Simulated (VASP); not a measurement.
Here is a VASP 6.6.1 calculation.

Contents of INCAR:

```
PREC = Accurate
ENCUT = 520
EDIFF = 1E-6
ISMEAR = -1
SIGMA = 0.1
LREAL = F
LASPH = T
NELM = 60
ALGO = Normal
ISIF = 2
LWAVE = F
LCHARG = F
GGA = PE
NBANDS = 12
```

File KPOINTS:

```
Automatic mesh
0
Gamma
  2 2 2
```

The input POSCAR:

```
Au
1.0
    0.0000000000      2.0782552709      2.0782552709
    2.0782552709      0.0000000000      2.0782552709
    2.0782552709      2.0782552709      0.0000000000
Au
1
Direct
    0.0000000000      0.0000000000      0.0000000000
```

Potentials or basis: VASP PAW PBE potentials, release 64 (Au).

The run is started by

```console
$ cat potpaw_PBE.64/Au/POTCAR > POTCAR
$ mpirun -np 1 vasp_std > vasp.out
```

Task: Predict the pressure.

Result: 41.8 GPa.

Caveat: the k points lie up to 1.31 Å⁻¹ apart.
